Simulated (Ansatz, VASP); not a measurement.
**BAs: VASP beside Ansatz**

```xyz
2
Lattice="0.0000 2.3885 2.3885 2.2930 0.0000 2.3885 2.2930 2.3885 0.0000" Properties=species:S:1:pos:R:3 pbc="T T T"
B     0.0000    0.0000    0.0000
As    3.4394    3.5827    3.5827
```

Change from the starting cell: strain -0.0400 x Voigt [1, 0, 0, 0, 0, 0], atoms carried along.

Alike in both runs: task single point; functional LDA; k mesh 10 × 10 × 10; occupations fermi-dirac, width 0.2 eV; no spin polarisation.

```csv
,VASP,Ansatz
version,VASP 6.6.1,Ansatz 0.2.0
potentials or method,"VASP PAW LDA potentials, release 64 (B, As_d), cutoff 560 eV","scalar-relativistic, plane waves, PAW"
valence electrons in the cell,18,18
```

VASP gave:

| Item | Value |
| --- | --- |
| gap on the k mesh at the Fermi level (eV) | 0.47 |
| least direct gap on the mesh (eV) | 2.88 |
| pressure (GPa) | 2.9 |
| traceless stress, the component that is largest in VASP (GPa) | 5.35 |

Q: Estimate Ansatz's values.

A: gap on the k mesh at the Fermi level (eV): 0.48; least direct gap on the mesh (eV): 2.88; pressure (GPa): 1.9; traceless stress, the component that is largest in VASP (GPa): 5.36.

LDA's correlation is that of Perdew and Zunger in VASP and of Perdew and Wang (1992) in Ansatz.
